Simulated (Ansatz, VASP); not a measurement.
**Ag: VASP beside Ansatz**

```xyz
1
Lattice="2.7581 0.0000 0.0000 0.0000 2.7581 0.0000 0.0000 0.0000 2.7581" Properties=species:S:1:pos:R:3 pbc="T T T"
Ag    0.0000    0.0000    0.0000
```

Alike in both runs: functional PBE; k mesh 6 × 6 × 6; occupations gaussian, width 0.1 eV; no spin polarisation.

Ansatz relaxed the structure, and its values are those at the end. VASP's run is a single point on that final structure, the one shown.

```csv
,VASP,Ansatz
version,VASP 6.6.1,Ansatz 0.2.0
potentials or method,"VASP PAW PBE potentials, release 64 (Ag), cutoff 520 eV","scalar-relativistic, plane waves, PAW"
valence electrons in the cell,11,19
```

VASP gave:

```
gap on the k mesh at the Fermi level (eV) : none
pressure (GPa)                            : -0.5
```

Question: What did Ansatz give for the same quantities?

Answer: gap on the k mesh at the Fermi level (eV): none; pressure (GPa): -0.4.

A gap of «none» marks a metal or a gap that the smearing closes. VASP's potentials hold 11 valence electrons a cell and Ansatz's 19, so a difference there can come from the potentials and not from the codes.

The k mesh is coarse, so the values compare programs but aren't converged.
